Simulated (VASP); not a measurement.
# LiSi16 (a cell with a defect) in VASP: single point with PBE

Aim: the single point of LiSi16 (a cell with a defect) with PBE.

All numbers are computed with VASP 6.6.1; they aren't measurements. Logs are shortened: lines on timing, memory, paths and dates and some standing lists are left out, and cuts for length are marked.

## 1. The cell of the first run

The cell holds a defect, 17 atoms: a = 7.679 Å, b = 7.679 Å, c = 7.679 Å, α = 60.00°, β = 60.00°, γ = 60.00°.

## 2. Single point, PBE, collinear spin

Input file INCAR:

```
ALGO = Normal
EDIFF = 1E-7
ENCUT = 520
GGA = PE
ISIF = 2
ISMEAR = -1
ISPIN = 2
LASPH = T
LCHARG = F
LORBIT = 11
LREAL = Auto
LWAVE = F
MAGMOM = 0 0 0 0 0 0 0 0 0 0 0 0 0 0 0 0 1
NBANDS = 52
NELM = 150
PREC = Accurate
SIGMA = 0.05
```

Input file KPOINTS:

```
k-points
0
Gamma
  2 2 2
```

Input file POSCAR:

```
LiSi16
1.0
    0.0000000000      5.4300000000      5.4300000000
    5.4300000000      0.0000000000      5.4300000000
    5.4300000000      5.4300000000      0.0000000000
Si Li
16 1
Direct
   -0.0076879409      0.0026093505      0.0024437366
    0.1234688833      0.1266488720      0.1264913201
    0.0012434035     -0.0034202792      0.5009498713
    0.1236023278      0.1268489898      0.6226883879
    0.0011434305      0.5011078267     -0.0033783285
    0.1234891321      0.6233208293      0.1265101744
    0.0012522754      0.5012163257      0.5009575880
    0.1249799655      0.6249936448      0.6250405429
    0.5027074658      0.0026613338      0.0024999571
    0.6256447768      0.1252851221      0.1235894057
    0.5033462258      0.0033138842      0.4900085520
    0.6268844000      0.1268650876      0.6227066145
    0.5027683924      0.4919163753      0.0025674491
    0.6267048577      0.6233392139      0.1265263531
    0.4965683299      0.5012239120      0.5009642735
    0.6269028818      0.6234752280      0.6227270025
    0.3765803925      0.8758011836      0.8713896001
```

Potentials or basis: VASP PAW PBE potentials, release 64 (Si, Li_sv).

Launch:

```bash
$ cat potpaw_PBE.64/Si/POTCAR potpaw_PBE.64/Li_sv/POTCAR > POTCAR
$ mpirun -np 1 vasp_std > vasp.out
```

OUTCAR:

```text
EDIFF = 1E-7
   ENCUT = 520
   GGA = PE
   ISIF = 2
   ISMEAR = -1
   ISPIN = 2
   LASPH = T
   LORBIT = 11
   LREAL = Auto
   NELM = 150
   PREC = Accurate

 ion  position               nearest neighbor table
   1  0.992  0.003  0.002-  10 2.30   2 2.38   6 2.38   4 2.38  17 2.41
   2  0.123  0.127  0.126-   5 2.35   3 2.35   9 2.38   1 2.38  17 2.75
   3  0.001  0.997  0.501-   8 2.33  12 2.35   4 2.35   2 2.35
   4  0.124  0.127  0.623-   3 2.35   7 2.35   1 2.38  11 2.38  17 2.72
   5  0.001  0.501  0.997-   8 2.33  14 2.35   6 2.35   2 2.35
   6  0.123  0.623  0.127-   5 2.35   7 2.35  13 2.38   1 2.38  17 2.75
   7  0.001  0.501  0.501-   8 2.33  16 2.35   4 2.35   6 2.35
   8  0.125  0.625  0.625-   5 2.33   3 2.33   7 2.33  15 2.33
   9  0.503  0.003  0.002-  10 2.30   2 2.38  14 2.38  12 2.38  17 2.41
  10  0.626  0.125  0.124-  11 2.30  13 2.30   9 2.30   1 2.30
  11  0.503  0.003  0.490-  10 2.30   4 2.38  12 2.38  16 2.38  17 2.39
  12  0.627  0.127  0.623-   3 2.35  15 2.35   9 2.38  11 2.38  17 2.72
  13  0.503  0.492  0.003-  10 2.30   6 2.38  14 2.38  16 2.38  17 2.41
  14  0.627  0.623  0.127-   5 2.35  15 2.35  13 2.38   9 2.38  17 2.74
  15  0.497  0.501  0.501-   8 2.33  16 2.35  12 2.35  14 2.35
  16  0.627  0.623  0.623-  15 2.35   7 2.35  13 2.38  11 2.38  17 2.72
  17  0.377  0.876  0.871-  11 2.39  13 2.41   9 2.41   1 2.41  16 2.72  12 2.72   4 2.72  14 2.74
                             6 2.75   2 2.75

  LATTYP: Found a face centered cubic cell.
 ALAT       =    10.8600000000

  Lattice vectors:

 A1 = (   0.0000000000,   5.4300000000,   5.4300000000)
 A2 = (   5.4300000000,   0.0000000000,   5.4300000000)
 A3 = (   5.4300000000,   5.4300000000,   0.0000000000)

Analysis of symmetry for initial positions (statically):
=====================================================================
 Subroutine PRICEL returns:
 Original cell was already a primitive cell.

 Routine SETGRP: Setting up the symmetry group for a
 face centered cubic supercell.

 Subroutine GETGRP returns: Found  1 space group operations
 (whereof  1 operations were pure point group operations)
 out of a pool of 48 trial point group operations.

The static configuration has the point symmetry C_1 .

Analysis of symmetry for dynamics (positions and initial velocities):
=====================================================================
 Subroutine PRICEL returns:
 Original cell was already a primitive cell.

 Routine SETGRP: Setting up the symmetry group for a
 face centered cubic supercell.

 Subroutine GETGRP returns: Found  1 space group operations
 (whereof  1 operations were pure point group operations)
 out of a pool of 48 trial point group operations.

The dynamic configuration has the point symmetry C_1 .

Analysis of structural, dynamic, and magnetic symmetry:
=====================================================================
 Subroutine PRICEL returns:
 Original cell was already a primitive cell.

 Routine SETGRP: Setting up the symmetry group for a
 face centered cubic supercell.

 Subroutine GETGRP returns: Found  1 space group operations
 (whereof  1 operations were pure point group operations)
 out of a pool of 48 trial point group operations.

The overall configuration has the point symmetry C_1 .

 Subroutine INISYM returns: Found  1 space group operations
 (whereof  1 operations are pure point group operations),
 and found     1 'primitive' translations

----------------------------------------------------------------------------------------

                                     Primitive cell

  volume of cell :     320.2060

  direct lattice vectors                    reciprocal lattice vectors
     0.000000000  5.430000000  5.430000000    -0.092081031  0.092081031  0.092081031
     5.430000000  0.000000000  5.430000000     0.092081031 -0.092081031  0.092081031
     5.430000000  5.430000000  0.000000000     0.092081031  0.092081031 -0.092081031

  length of vectors
     7.679179644  7.679179644  7.679179644     0.159489025  0.159489025  0.159489025
[... 77 lines left out ...]
   number of dos      NEDOS =    301   number of ions     NIONS =     17
   total plane-waves  NPLWV = 216000
   dimension x,y,z NGX =    60 NGY =   60 NGZ =   60
   dimension x,y,z NGXF=   120 NGYF=  120 NGZF=  120
   ions per type =              16   1
   NGX,Y,Z   is equivalent  to a cutoff of  12.99, 12.99, 12.99 a.u.
   NGXF,Y,Z  is equivalent  to a cutoff of  25.98, 25.98, 25.98 a.u.
 SYSTEM =  unknown system
   PREC   = accura    normal or accurate (medium, high low for compatibility)
   ISTART =      0    job   : 0-new  1-cont  2-samecut
   ICHARG =      2    charge: 1-file 2-atom 10-const
   ISPIN  =      2    spin polarized calculation?
   LNONCOLLINEAR =      F non collinear calculations
   LSORBIT =      F    spin-orbit coupling
   LASPH  =      T    aspherical Exc in radial PAW
   ENCUT  =  520.0 eV  38.22 Ry    6.18 a.u.  14.28 14.28 14.28*2*pi/ulx,y,z
   NELM   =    150;   NELMIN=  2; NELMDL= -5     # of ELM steps
   EDIFF  = 0.1E-06   stopping-criterion for ELM
   LREAL  =      T    real-space projection
   EDIFFG = 0.1E-05   stopping-criterion for IOM
   NSW    =      0    number of steps for IOM
   IBRION =     -1    ionic relax: 0-MD 1-quasi-New 2-CG
   NFREE  =      0    steps in history (QN), initial steepest desc. (CG)
   ISIF   =      2    stress and relaxation
   ISYM   =      2    0-nonsym 1-usesym 2-fastsym
   POTIM  = 0.5000    time-step for ionic-motion
   TEBEG  =    0.0;   TEEND  =   0.0 temperature during run
   PSTRESS=    0.0 pullay stress
   NELECT =      67.0000    total number of electrons
   NUPDOWN=      -1.0000    fix difference up-down
   EMIN   =  10.00;   EMAX   =-10.00  energy-range for DOS
   EFERMI =   0.00;   METHOD = LEGACY
   ISMEAR =    -1;   SIGMA  =   0.05  broadening in eV -4-tet -1-fermi 0-gaus
   EFERMI_NEDOS =   21; number of points for ismear=-14 and -15
   IALGO  =     38    algorithm
   IMIX   =      4    mixing-type and parameters
     AMIX     =   0.40;   BMIX     =  1.00
     AMIX_MAG =   1.60;   BMIX_MAG =  1.00
  volume/ion in A,a.u.               =      18.84       127.11
  Fermi-wavevector in a.u.,A,eV,Ry     =   0.971904  1.836632 12.852022  0.944597
  Thomas-Fermi vector in A             =   2.102159
   LORBIT       =     11    0 simple, 1 ext, 2 COOP (PROOUT), +10 PAW based schemes
   GGA     = PE    functional components
   LHFCALC =     F    Hartree Fock is set to
   AEXX    =    0.0000 exact exchange contribution
   IVDW    =     0    specifies the selected vdW correction
   LEPSILON=     F    determine dielectric tensor
   LRPA    =     F    only Hartree local field effects (RPA)
 spin polarized calculation
  energy-cutoff  :      520.00
  volume of cell :      320.21
 maximum number of plane-waves:      8646
 NGX is ok and might be reduce to    60
   NGX = 29   NGY = 29   NGZ = 29

 number of electron      67.0000001 magnetization      -0.0001909

 number of electron      67.0000001 magnetization       0.0000074

 Free energy of the ion-electron system (eV)
  ---------------------------------------------------
  ext. energy  EPLUGINS =         0.00000000
  ---------------------------------------------------
  free energy    TOTEN  =       -86.88348897 eV

  energy without entropy =      -86.85062691  energy(sigma->0) =      -86.86705794

 E-fermi :   6.6887     XC(G=0):  -9.5301

 val. band max:        6.6551644233   @ k =   0.0000   0.0000   0.0000
 cond. band min:       6.8400222402   @ k =   0.0000   0.0000   0.0000
 fundamental gap:      0.1848578169
 Fermi energy:         6.6887355907

 spin component 1

 k-point     1 :       0.0000    0.0000    0.0000
  band No.  band energies     occupation
      1     -40.4666      1.00000
      2      -5.9814      1.00000
      3      -3.7510      1.00000
      4      -3.6532      1.00000
      5      -3.6522      1.00000
      6      -3.6521      1.00000
[... 373 lines left out ...]
     44      10.2469      0.00000
     45      10.3311      0.00000
 Fermi energy:         6.6887355907

 spin component 2

 k-point     1 :       0.0000    0.0000    0.0000
  band No.  band energies     occupation
      1     -40.4666      1.00000
      2      -5.9814      1.00000
      3      -3.7510      1.00000
      4      -3.6532      1.00000
      5      -3.6522      1.00000
      6      -3.6521      1.00000
[... 373 lines left out ...]
     44      10.2469      0.00000
     45      10.3311      0.00000
 [bands above 45 left out]

------------------------ aborting loop because EDIFF is reached ----------------------------------------

  FORCE on cell =-STRESS in cart. coord.  units (eV):
  Direction    XX          YY          ZZ          XY          YZ          ZX
  --------------------------------------------------------------------------------------
  -------------------------------------------------------------------------------------
  Total        7.0769925      7.0762560      7.0768085      0.0069128     -0.0059060     -0.0067548
  in kB       35.4103185     35.4066336     35.4093978      0.0345888     -0.0295513     -0.0337980
  external PRESSURE =      35.4087833 kB  Pullay stress =       0.0000000 kB

 VOLUME and BASIS-vectors are now :
 -----------------------------------------------------------------------------
  energy-cutoff  :      520.00
  volume of cell :      320.21
      direct lattice vectors                 reciprocal lattice vectors
     0.000000000  5.430000000  5.430000000    -0.092081031  0.092081031  0.092081031
     5.430000000  0.000000000  5.430000000     0.092081031 -0.092081031  0.092081031
     5.430000000  5.430000000  0.000000000     0.092081031  0.092081031 -0.092081031

 POSITION                                       TOTAL-FORCE (eV/Angst)
 -----------------------------------------------------------------------------------
      0.02744      5.40152      5.40242        -0.015760     -0.001502      0.014016
      1.37455      1.35728      1.35814        -0.008054     -0.000269      0.000131
      8.13159      2.72691      5.41818         0.013619     -0.016568      0.017176
      4.06999      4.05236      1.35995        -0.002811      0.015917      0.002500
      8.13267      5.41786      2.72722         0.014306      0.015336     -0.014917
      4.07158      1.35750      4.05518        -0.000384     -0.000331      0.008993
[... 9 lines left out ...]
      6.76688      6.78549      6.78955         0.017333     -0.002335      0.002559
      9.48725      6.77648      6.80043         0.029716      0.021546     -0.025760
 -----------------------------------------------------------------------------------
    total drift:                                0.000101     -0.001914      0.001381

  FREE ENERGIE OF THE ION-ELECTRON SYSTEM (eV)
  ---------------------------------------------------
  free  energy   TOTEN  =       -86.8834889687 eV

  energy  without entropy=      -86.8506269142  energy(sigma->0) =      -86.86705794

 total charge

# of ion       s       p       d       tot
------------------------------------------
    1        0.744   0.965   0.000   1.708
    2        0.738   0.948   0.000   1.686
    3        0.742   0.955   0.000   1.696
    4        0.739   0.947   0.000   1.686
    5        0.742   0.955   0.000   1.696
    6        0.738   0.948   0.000   1.686
[... 9 lines left out ...]
   16        0.739   0.947   0.000   1.686
   17        2.028   0.087   0.000   2.115
--------------------------------------------------
tot         13.869  15.398   0.000  29.267

 magnetization (x)

# of ion       s       p       d       tot
------------------------------------------
    1        0.000   0.000   0.000   0.000
    2        0.000   0.000   0.000   0.000
    3       -0.000  -0.000   0.000  -0.000
    4        0.000   0.000   0.000   0.000
    5       -0.000  -0.000   0.000  -0.000
    6        0.000   0.000   0.000   0.000
[... 9 lines left out ...]
   16        0.000   0.000   0.000   0.000
   17       -0.000  -0.000   0.000  -0.000
--------------------------------------------------
tot         -0.000   0.000   0.000   0.000
```

It took 4.2 min on 1 thread of Intel Xeon 6975P-C (Granite Rapids), shared host; peak memory 0.71 GiB.

What came out:

| Item | Value |
| --- | --- |
| Free energy | -86.8835 eV |
| Largest force | 0.045 eV/Å |
| Net moment | 0.00 μB per cell |
| Valence electrons inside the program's atomic spheres | Si 1.71, 1.69, 1.70 (each value once); Li 2.12 |

Forces in eV/Å, atoms in the order of the input:
```
Si  -0.016 -0.002  0.014
Si  -0.008  0.000  0.000
Si   0.014 -0.017  0.017
Si  -0.003  0.016  0.003
Si   0.014  0.015 -0.015
Si   0.000  0.000  0.009
Si  -0.017 -0.016 -0.014
Si   0.000  0.000  0.000
Si  -0.016 -0.014  0.002
Si   0.001  0.001 -0.001
Si   0.008  0.011 -0.009
Si  -0.003 -0.003 -0.016
Si  -0.002 -0.015  0.017
Si  -0.001 -0.010  0.001
Si  -0.017  0.014  0.016
Si   0.017 -0.002  0.003
Li   0.030  0.022 -0.026
```

Levels at points of the mesh, in eV from the Fermi level:
Spin up:
| k point | band 30 | band 31 | band 32 | band 33 | band 34 | band 35 | band 36 | band 37 |
| --- | --- | --- | --- | --- | --- | --- | --- | --- |
| (0.00, 0.00, 0.00) | -1.81 | -0.70 | -0.70 | -0.69 | -0.10 | -0.10 | -0.10 | -0.03 |
| (0.50, 0.00, 0.00) | -1.50 | -1.50 | -1.43 | -1.43 | 0.49 | 0.67 | 0.67 | 0.85 |
| (0.00, 0.50, 0.00) | -1.51 | -1.50 | -1.43 | -1.43 | 0.49 | 0.67 | 0.67 | 0.85 |
| (0.00, 0.00, 0.50) | -1.51 | -1.51 | -1.43 | -1.43 | 0.48 | 0.67 | 0.67 | 0.85 |
| (0.50, 0.50, 0.50) | -1.50 | -1.50 | -1.43 | -1.43 | 0.49 | 0.67 | 0.67 | 0.85 |
| (0.50, 0.50, 0.00) | -2.08 | -2.08 | -1.99 | -1.96 | 0.35 | 0.40 | 1.46 | 1.60 |
| (0.00, 0.50, 0.50) | -2.08 | -2.08 | -1.99 | -1.96 | 0.35 | 0.40 | 1.46 | 1.60 |
| (0.50, 0.00, 0.50) | -2.08 | -2.08 | -1.99 | -1.96 | 0.35 | 0.40 | 1.46 | 1.60 |
Spin down:
| k point | band 30 | band 31 | band 32 | band 33 | band 34 | band 35 | band 36 | band 37 |
| --- | --- | --- | --- | --- | --- | --- | --- | --- |
| (0.00, 0.00, 0.00) | -1.81 | -0.70 | -0.70 | -0.69 | -0.10 | -0.10 | -0.10 | -0.03 |
| (0.50, 0.00, 0.00) | -1.50 | -1.50 | -1.43 | -1.43 | 0.49 | 0.67 | 0.67 | 0.85 |
| (0.00, 0.50, 0.00) | -1.51 | -1.50 | -1.43 | -1.43 | 0.49 | 0.67 | 0.67 | 0.85 |
| (0.00, 0.00, 0.50) | -1.51 | -1.51 | -1.43 | -1.43 | 0.48 | 0.67 | 0.67 | 0.85 |
| (0.50, 0.50, 0.50) | -1.50 | -1.50 | -1.43 | -1.43 | 0.49 | 0.67 | 0.67 | 0.85 |
| (0.50, 0.50, 0.00) | -2.08 | -2.08 | -1.99 | -1.96 | 0.35 | 0.40 | 1.46 | 1.60 |
| (0.00, 0.50, 0.50) | -2.08 | -2.08 | -1.99 | -1.96 | 0.35 | 0.40 | 1.46 | 1.60 |
| (0.50, 0.00, 0.50) | -2.08 | -2.08 | -1.99 | -1.96 | 0.35 | 0.40 | 1.46 | 1.60 |

Caveat: the k points lie up to 0.50 Å⁻¹ apart; the cutoff is under 1.25 times the usual one of these potentials, so pressure, stress and relaxed cells hold a basis-set (Pulay) error.
